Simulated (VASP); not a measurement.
# Si4Cl in VASP: relaxation of the atoms with PBE+D3(BJ)

Aim: the relaxation of the atoms of Si4Cl with PBE+D3(BJ).

Everything below comes from runs of VASP 6.6.1. Logs are shortened: lines on timing, memory, paths and dates and some standing lists are left out, and cuts for length are marked.

## Step 1: The cell of the first run

The cell holds a slab with vacuum, 20 atoms: a = 7.667 Å, b = 5.422 Å, c = 23.444 Å, α = 90.00°, β = 90.00°, γ = 90.00°.

## Step 2: Relaxation of the atoms, PBE+D3(BJ)

Contents of INCAR:

```
  ALGO = Fast
  DIPOL = 0.5 0.5 0.497
  EDIFF = 1E-7
  EDIFFG = -0.03
  ENCUT = 520
  GGA = PE
  IBRION = 2
  IDIPOL = 3
  ISIF = 2
  ISMEAR = 0
  IVDW = 12
  LASPH = True
  LCHARG = False
  LDIPOL = True
  LREAL = Auto
  LWAVE = False
  NELM = 100
  NSW = 90
  PREC = Accurate
  SIGMA = 0.05
```

Contents of KPOINTS:

```
k-points
0
Gamma
  2 3 1
```

Contents of POSCAR:

```
Si4Cl
1.0
    7.6671877225      0.0000000000      0.0000000000
    0.0000000000      5.4215204312      0.0000000000
    0.0000000000      0.0000000000     23.4442129490
Si Cl
16 4
Selective dynamics
Direct
    0.2500000000      0.0000000000      0.4134846488  F F F
    0.7500000000      0.0000000000      0.4134846488  F F F
    0.5000000000      0.2500000000      0.4134846488  F F F
    0.0000000000      0.2500000000      0.4134846488  F F F
    0.5000000000      0.5000000000      0.4952445669  F F F
    0.0000000000      0.5000000000      0.4952445669  F F F
    0.7500000000      0.7500000000      0.4952445669  F F F
    0.2500000000      0.7500000000      0.4952445669  F F F
    0.7500000000      0.0000000000      0.5770044850  T T T
    0.2500000000      0.0000000000      0.5770044850  T T T
    0.0000000000      0.2500000000      0.5770044850  T T T
    0.5000000000      0.2500000000      0.5770044850  T T T
    0.0000000000      0.5000000000      0.6587644031  T T T
    0.5000000000      0.5000000000      0.6587644031  T T T
    0.2500000000      0.7500000000      0.6587644031  T T T
    0.7500000000      0.7500000000      0.6587644031  T T T
    0.2500000000      0.7790816896      0.3412355969  T T T
    0.7500000000      0.7790816896      0.3412355969  T T T
    0.5000000000      0.4709183104      0.3412355969  T T T
    0.0000000000      0.4709183104      0.3412355969  T T T
```

Potentials or basis: VASP PAW PBE potentials, release 64 (Si, Cl).

Launch:

```
$ cat potpaw_PBE.64/Si/POTCAR potpaw_PBE.64/Cl/POTCAR > POTCAR
$ mpirun -np 1 vasp_std > vasp.out
```

OUTCAR:

```text
EDIFF = 1E-7
   EDIFFG = -0.03
   ENCUT = 520
   GGA = PE
   IBRION = 2
   ISIF = 2
   ISMEAR = 0
   IVDW = 12
   LASPH = True
   LREAL = Auto
   NELM = 100
   NSW = 90
   PREC = Accurate
 IVDW          = 12

 ion  position               nearest neighbor table
   1  0.250  0.000  0.413-  17 2.07   4 2.35   3 2.35   8 2.35
   2  0.750  0.000  0.413-  18 2.07   4 2.35   3 2.35   7 2.35
   3  0.500  0.250  0.413-  19 2.07   2 2.35   1 2.35   5 2.35
   4  0.000  0.250  0.413-  20 2.07   2 2.35   1 2.35   6 2.35
   5  0.500  0.500  0.495-   7 2.35   8 2.35   3 2.35  12 2.35
   6  0.000  0.500  0.495-   7 2.35   8 2.35   4 2.35  11 2.35
   7  0.750  0.750  0.495-   5 2.35   6 2.35   2 2.35   9 2.35
   8  0.250  0.750  0.495-   5 2.35   6 2.35   1 2.35  10 2.35
   9  0.750  0.000  0.577-  11 2.35  12 2.35  16 2.35   7 2.35
  10  0.250  0.000  0.577-  11 2.35  12 2.35  15 2.35   8 2.35
  11  0.000  0.250  0.577-   9 2.35  10 2.35  13 2.35   6 2.35
  12  0.500  0.250  0.577-   9 2.35  10 2.35  14 2.35   5 2.35
  13  0.000  0.500  0.659-  15 2.35  16 2.35  11 2.35
  14  0.500  0.500  0.659-  15 2.35  16 2.35  12 2.35
  15  0.250  0.750  0.659-  13 2.35  14 2.35  10 2.35
  16  0.750  0.750  0.659-  13 2.35  14 2.35   9 2.35
  17  0.250  0.779  0.341-   1 2.07  19 2.54  20 2.54
[... 11 lines left out ...]
 A1 = (   0.0000000000,  -5.4215204312,   0.0000000000)
 A2 = (   7.6671877225,   0.0000000000,   0.0000000000)
 A3 = (   0.0000000000,   0.0000000000,  23.4442129490)

Analysis of symmetry for initial positions (statically):
=====================================================================
 Subroutine PRICEL returns following result:

  LATTYP: Found a simple orthorhombic cell.
 ALAT       =     3.8335938613
 B/A-ratio  =     1.4142135624
 C/A-ratio  =     6.1154660085
[... 12 lines left out ...]
 Subroutine GETGRP returns: Found  4 space group operations
 (whereof  2 operations were pure point group operations)
 out of a pool of  8 trial point group operations.

The static configuration has the point symmetry C_1h.
 The point group associated with its full space group is C_2v.

Analysis of symmetry for dynamics (positions and initial velocities):
=====================================================================
 Subroutine PRICEL returns following result:

  LATTYP: Found a simple orthorhombic cell.
 ALAT       =     3.8335938613
 B/A-ratio  =     1.4142135624
 C/A-ratio  =     6.1154660085
[... 12 lines left out ...]
 Subroutine GETGRP returns: Found  4 space group operations
 (whereof  2 operations were pure point group operations)
 out of a pool of  8 trial point group operations.

The dynamic configuration has the point symmetry C_1h.
 The point group associated with its full space group is C_2v.

Analysis of constrained symmetry for selective dynamics:
=====================================================================
 Subroutine PRICEL returns following result:

  LATTYP: Found a simple orthorhombic cell.
 ALAT       =     3.8335938613
 B/A-ratio  =     1.4142135624
 C/A-ratio  =     6.1154660085
[... 12 lines left out ...]
 Subroutine GETGRP returns: Found  4 space group operations
 (whereof  2 operations were pure point group operations)
 out of a pool of  8 trial point group operations.

The constrained configuration has the point symmetry C_1h.
 The point group associated with its full space group is C_2v.

 Subroutine INISYM returns: Found  4 space group operations
 (whereof  2 operations are pure point group operations),
 and found     2 'primitive' translations

----------------------------------------------------------------------------------------

                                     Primitive cell

  volume of cell :     487.2624

  direct lattice vectors                    reciprocal lattice vectors
     3.833593861  0.000000000  0.000000000     0.260851837  0.000000000  0.000000000
     0.000000000  5.421520431  0.000000000     0.000000000  0.184450103  0.000000000
     0.000000000  0.000000000 23.444212949     0.000000000  0.000000000  0.042654450

  length of vectors
     3.833593861  5.421520431 23.444212949     0.260851837  0.184450103  0.042654450

  position of ions in fractional coordinates (direct lattice)
     0.500000000  0.000000000  0.413484649
     1.000000000  0.250000000  0.413484649
     1.000000000  0.500000000  0.495244567
     0.500000000  0.750000000  0.495244567
     0.500000000  0.000000000  0.577004485
     0.000000000  0.250000000  0.577004485
     0.000000000  0.500000000  0.658764403
     0.500000000  0.750000000  0.658764403
     0.500000000  0.779081690  0.341235597
     1.000000000  0.470918310  0.341235597

  ion indices of the primitive-cell ions
   primitive index   ion index
                 1           1
                 2           3
                 3           5
                 4           8
                 5          10
                 6          11
                 7          13
                 8          15
                 9          17
                10          19

----------------------------------------------------------------------------------------

 KPOINTS: k-points

Automatic generation of k-mesh.
 Grid dimensions read from file:
 generate k-points for:    2    3    1

 Generating k-lattice:

  Cartesian coordinates                     Fractional coordinates (reciprocal lattice)
     0.065212959  0.000000000  0.000000000     0.500000000  0.000000000  0.000000000
     0.000000000  0.061483368  0.000000000     0.000000000  0.333333333  0.000000000
     0.000000000  0.000000000  0.042654450     0.000000000  0.000000000  1.000000000

  Length of vectors
     0.065212959  0.061483368  0.042654450

  Shift w.r.t. Gamma in fractional coordinates (k-lattice)
     0.000000000  0.000000000  0.000000000

 Subroutine IBZKPT returns following result:
 ===========================================

 Found      4 irreducible k-points:

 Following reciprocal coordinates:
            Coordinates               Weight
  0.000000  0.000000  0.000000      1.000000
  0.500000  0.000000  0.000000      1.000000
  0.000000  0.333333  0.000000      2.000000
  0.500000  0.333333  0.000000      2.000000
   k-points           NKPTS =      4   k-points in BZ     NKDIM =      4   number of bands    NBANDS=     57
   number of dos      NEDOS =    301   number of ions     NIONS =     20
   total plane-waves  NPLWV = 432000
   dimension x,y,z NGX =    60 NGY =   40 NGZ =  180
   dimension x,y,z NGXF=   120 NGYF=   80 NGZF=  360
   ions per type =              16   4
   NGX,Y,Z   is equivalent  to a cutoff of  13.01, 12.27, 12.76 a.u.
   NGXF,Y,Z  is equivalent  to a cutoff of  26.02, 24.53, 25.53 a.u.
 SYSTEM =  unknown system
   PREC   = accura    normal or accurate (medium, high low for compatibility)
   ISTART =      0    job   : 0-new  1-cont  2-samecut
   ICHARG =      2    charge: 1-file 2-atom 10-const
   ISPIN  =      1    spin polarized calculation?
   LNONCOLLINEAR =      F non collinear calculations
   LSORBIT =      F    spin-orbit coupling
   LASPH  =      T    aspherical Exc in radial PAW
   ENCUT  =  520.0 eV  38.22 Ry    6.18 a.u.  14.26 10.08 43.59*2*pi/ulx,y,z
   NELM   =    100;   NELMIN=  2; NELMDL= -5     # of ELM steps
   EDIFF  = 0.1E-06   stopping-criterion for ELM
   LREAL  =      T    real-space projection
   EDIFFG = -.3E-01   stopping-criterion for IOM
   NSW    =     90    number of steps for IOM
   IBRION =      2    ionic relax: 0-MD 1-quasi-New 2-CG
   NFREE  =      1    steps in history (QN), initial steepest desc. (CG)
   ISIF   =      2    stress and relaxation
   ISYM   =      2    0-nonsym 1-usesym 2-fastsym
   POTIM  = 0.5000    time-step for ionic-motion
   TEBEG  =    0.0;   TEEND  =   0.0 temperature during run
   PSTRESS=    0.0 pullay stress
   NELECT =      92.0000    total number of electrons
   NUPDOWN=      -1.0000    fix difference up-down
   EMIN   =  10.00;   EMAX   =-10.00  energy-range for DOS
   EFERMI =   0.00;   METHOD = LEGACY
   ISMEAR =     0;   SIGMA  =   0.05  broadening in eV -4-tet -1-fermi 0-gaus
   EFERMI_NEDOS =   21; number of points for ismear=-14 and -15
   IALGO  =     68    algorithm
   IMIX   =      4    mixing-type and parameters
     AMIX     =   0.40;   BMIX     =  1.00
     AMIX_MAG =   1.60;   BMIX_MAG =  1.00
  volume/ion in A,a.u.               =      48.73       328.82
  Fermi-wavevector in a.u.,A,eV,Ry     =   0.745429  1.408657  7.560280  0.555665
  Thomas-Fermi vector in A             =   1.841014
   LORBIT       =      0    0 simple, 1 ext, 2 COOP (PROOUT), +10 PAW based schemes
   GGA     = PE    functional components
   LHFCALC =     F    Hartree Fock is set to
   AEXX    =    0.0000 exact exchange contribution
   IVDW    =    12    specifies the selected vdW correction
   LEPSILON=     F    determine dielectric tensor
   LRPA    =     F    only Hartree local field effects (RPA)
 conjugate gradient relaxation of ions
 non-spin polarized calculation
 RMM-DIIS sequential band-by-band and
 Gauss-broadening in eV      SIGMA  =   0.05
  energy-cutoff  :      520.00
  volume of cell :      974.52
 maximum number of plane-waves:     26274
 NGX is ok and might be reduce to    60
   NGX = 29   NGY = 21   NGZ = 87

--------------------------------------- Ionic step        1  -------------------------------------------

 number of electron      92.0000004 magnetization

 Free energy of the ion-electron system (eV)
  ---------------------------------------------------
  ext. energy  EPLUGINS =         0.00000000
  ---------------------------------------------------
  free energy    TOTEN  =       -90.82198840 eV

  energy without entropy =      -90.78114121  energy(sigma->0) =      -90.80156480

------------------------ aborting loop because EDIFF is reached ----------------------------------------

 Edisp (eV)   -5.01058

 E8    (eV) :    -2.0947
[... 109 lines left out ...]
 number of electron      92.0000000 magnetization

------------------------ aborting loop because EDIFF is reached ----------------------------------------

 vacuum level on the upper side and lower side of the slab       (xc-potential included)        -0.026        -0.094

 Edisp (eV)   -5.01395

 E8    (eV) :    -2.0961

  FORCE on cell =-STRESS in cart. coord.  units (eV):
  Direction    XX          YY          ZZ          XY          YZ          ZX
  --------------------------------------------------------------------------------------
  -------------------------------------------------------------------------------------
  Total       7.05096    10.44559    11.58485     0.00000     0.00000     0.00000
  in kB      11.59220    17.17317    19.04620     0.00000     0.00000     0.00000
  external pressure =       15.94 kB  Pullay stress =        0.00 kB
[... 35 lines left out ...]
  FREE ENERGIE OF THE ION-ELECTRON SYSTEM (eV)
  ---------------------------------------------------
  free  energy   TOTEN  =       -97.4610904987 eV

  energy  without entropy=      -97.4266222401  energy(sigma->0) =      -97.44385637

 dipolmoment           0.000000      0.000000      0.013678 electrons x Angstroem

[... ionic steps 4 to 17 ...]

--------------------------------------- Ionic step       18  -------------------------------------------

 number of electron      92.0000004 magnetization

------------------------ aborting loop because EDIFF is reached ----------------------------------------
[... 111 lines left out ...]
--------------------------------------- Ionic step       20  -------------------------------------------

 number of electron      92.0000004 magnetization

 dipolmoment           0.000000      0.000000     -0.182834 electrons x Angstroem

 Free energy of the ion-electron system (eV)
  ---------------------------------------------------
  ext. energy  EPLUGINS =         0.00000000
  ---------------------------------------------------
  free energy    TOTEN  =       -93.57221295 eV

  energy without entropy =      -93.55679121  energy(sigma->0) =      -93.56450208

 E-fermi :  -0.8691     XC(G=0):  -4.4168

 val. band max:       -0.9626202019   @ k =   0.0000   0.3333   0.0000
 cond. band min:      -0.8454893080   @ k =   0.0000   0.3333   0.0000
 fundamental gap:      0.1171308939
 Fermi energy:        -0.8690556203

 k-point     1 :       0.0000    0.0000    0.0000
  band No.  band energies     occupation
      1     -17.0159      2.00000
      2     -16.4956      2.00000
      3     -16.4956      2.00000
      4     -16.1753      2.00000
      5     -12.6688      2.00000
      6     -11.3574      2.00000
[... 229 lines left out ...]
     56       2.1550      0.00000
     57       2.6884      0.00000

------------------------ aborting loop because EDIFF is reached ----------------------------------------

 vacuum level on the upper side and lower side of the slab       (xc-potential included)        -0.463         0.346

 Edisp (eV)   -5.03880

 E8    (eV) :    -2.1107

  FORCE on cell =-STRESS in cart. coord.  units (eV):
  Direction    XX          YY          ZZ          XY          YZ          ZX
  --------------------------------------------------------------------------------------
  -------------------------------------------------------------------------------------
  Total       8.57125    14.15068    -1.03035     0.00000     0.00000     0.00000
  in kB      14.09165    23.26457    -1.69395     0.00000     0.00000     0.00000
  external pressure =       11.89 kB  Pullay stress =        0.00 kB
[... 35 lines left out ...]
  FREE ENERGIE OF THE ION-ELECTRON SYSTEM (eV)
  ---------------------------------------------------
  free  energy   TOTEN  =       -98.6110144498 eV

  energy  without entropy=      -98.5955927143  energy(sigma->0) =      -98.60330358

 reached required accuracy - stopping structural energy minimisation

 vacuum level on the upper side and lower side of the slab         3.837         4.658
```

Wall time 2.5 h (1 thread of Oxide Virtual Turin-like, shared host); peak memory 0.96 GiB.

What came out:

- Free energy: -98.6110 eV
- Energy gained by relaxing: 138.9 meV/atom
- Ionic steps: 20
- Band gap on the k mesh: zero (bands 46 and 47 overlap by 0.13 eV)
- Dispersion energy per atom: -0.252 eV

The path:
```csv
step,energy change (eV),largest force on free atoms (eV/Å),pressure (GPa)
1,0.0000,3.5980,1.09
2,-1.5574,1.7739,1.41
3,-1.6285,2.2199,1.59
4,-2.3861,0.9000,0.86
5,-2.6004,0.5916,0.35
6,-2.6828,0.2258,0.41
7,-2.6943,0.2575,0.45
8,-2.7086,0.1598,0.52
9,-2.7094,0.1899,0.54
10,-2.7240,0.1824,0.58
11,-2.7398,0.1635,0.66
12,-2.7357,0.3991,0.83
13,-2.7441,0.2175,0.73
14,-2.7567,0.1691,0.82
15,-2.7705,0.1741,1.01
16,-2.7713,0.2281,1.08
17,-2.7771,0.1004,1.21
18,-2.7773,0.0859,1.19
19,-2.7784,0.0364,1.19
20,-2.7784,0.0289,1.19
```

Final structure:
```
CELL_PARAMETERS angstrom
7.66719 0.00000 0.00000
0.00000 5.42152 0.00000
0.00000 0.00000 23.44421
ATOMIC_POSITIONS crystal
Si 0.25000 0.00000 0.41348
Si 0.75000 0.00000 0.41348
Si 0.50000 0.25000 0.41348
Si 0.00000 0.25000 0.41348
Si 0.50000 0.50000 0.49524
Si 0.00000 0.50000 0.49524
Si 0.75000 0.75000 0.49524
Si 0.25000 0.75000 0.49524
Si 0.75000 0.00927 0.57475
Si 0.25000 0.00927 0.57475
Si 0.00000 0.24073 0.57475
Si 0.50000 0.24073 0.57475
Si 0.00000 0.51592 0.64816
Si 0.50000 0.51592 0.64816
Si 0.25000 0.73408 0.64816
Si 0.75000 0.73408 0.64816
Cl 0.25000 0.85864 0.33230
Cl 0.75000 0.85864 0.33230
Cl 0.50000 0.39136 0.33230
Cl 0.00000 0.39136 0.33230
```

Levels at points of the mesh, in eV from the Fermi level:
```
           k point  band 43  band 44  band 45  band 46  band 47  band 48  band 49  band 50
(0.00, 0.00, 0.00)    -0.77    -0.29    -0.29    -0.12    -0.11     0.78     1.03     1.67
(0.50, 0.00, 0.00)    -1.33    -1.33    -0.63    -0.63     0.89     0.89     1.69     1.69
```

Caveat: the k points lie up to 0.41 Å⁻¹ apart.

The gap in the log of VASP goes by the Fermi energy; the results here count the filled bands.